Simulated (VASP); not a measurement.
**Te2Mo: single point with PBE**

The system is Te2Mo, a sheet with vacuum.

```
Te Mo
1.0
     3.52000    0.00000    0.00000
    -1.76000    3.04841    0.00000
     0.00000    0.00000   31.04000
Te Mo
2 1
Cartesian
  1.7600 1.0161 8.9991
  1.7600 1.0161 12.6209
  0.0000 2.0323 10.8100
```

```
Program             : VASP 6.6.1
Task                : single point
Functional          : PBE
Potentials or basis : VASP PAW PBE potentials, release 64 (Te, Mo_sv)
Cutoff              : 520 eV
k mesh              : 12 × 12 × 1
Occupations         : gaussian, width 0.01 eV
Spin                : non-collinear spin, zero start, spin-orbit coupling
Starting moments    : [[0.0, 0.0, 0.0], [0.0, 0.0, 0.0], [0.0, 0.0, 0.0]] μB
```

```json
{
  "Largest force": "0.168 eV/Å",
  "Net moment": "0.00 μB per cell",
  "Valence electrons inside the program's atomic spheres": "Te 3.43; Mo 12.38"
}
```

Forces in eV/Å, atoms in the order of the input:
```
Te   0.000  0.000 -0.168
Te   0.000  0.000  0.168
Mo   0.000  0.000  0.000
```

Moments on the atoms (μB; x, y, z):
```
Te  0.00 0.00 0.00
Te  0.00 0.00 0.00
Mo  0.00 0.00 0.00
```

It took 22 min on 1 thread of AMD EPYC 9R45 96-Core Processor (Zen 5), on a shared host, peak memory 1.4 GiB.
